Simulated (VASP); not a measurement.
The system is Pd.

```xyz
1
Lattice="2.5141 0.0000 0.0000 0.0000 2.5141 0.0000 0.0000 0.0000 2.5141" Properties=species:S:1:pos:R:3 pbc="T T T"
Pd    0.0000    0.0000    0.0000
```

```yaml
Program: VASP 6.6.1
Task: relaxation of cell and atoms
Functional: r2SCAN
Potentials_or_basis: VASP PAW PBE potentials, release 64 (Pd_sv_GW)
Cutoff: 590 eV
k_mesh: 12 × 12 × 12
Occupations: fermi-dirac, width 0.1 eV
Spin: no spin polarisation
```

At the start: pressure 13.9 GPa; volume 15.89 Å³/atom.

Where does the relaxation end?

Over 4 steps the energy falls by 48.8 meV/atom and the volume is 17.12 Å³/atom (+7.7 %); space group Pm-3m (No. 221, to 0.05 Å).

The path:
```csv
step,energy change (eV),largest force (eV/Å),pressure (GPa),volume (Å³)
1,0.0000,0.0000,13.88,15.89
2,0.0556,0.0000,-13.59,19.27
3,-0.0488,0.0000,-0.30,17.15
4,-0.0488,0.0000,-0.09,17.12
```

Final structure:
```
Pd
1.0
     2.57713    0.00000    0.00000
     0.00000    2.57713    0.00000
     0.00000    0.00000    2.57713
Pd
1
Direct
  0.00000 0.00000 0.00000
```

Caveat: the PAW data sets were made with another functional, which shifts forces and pressure a little.
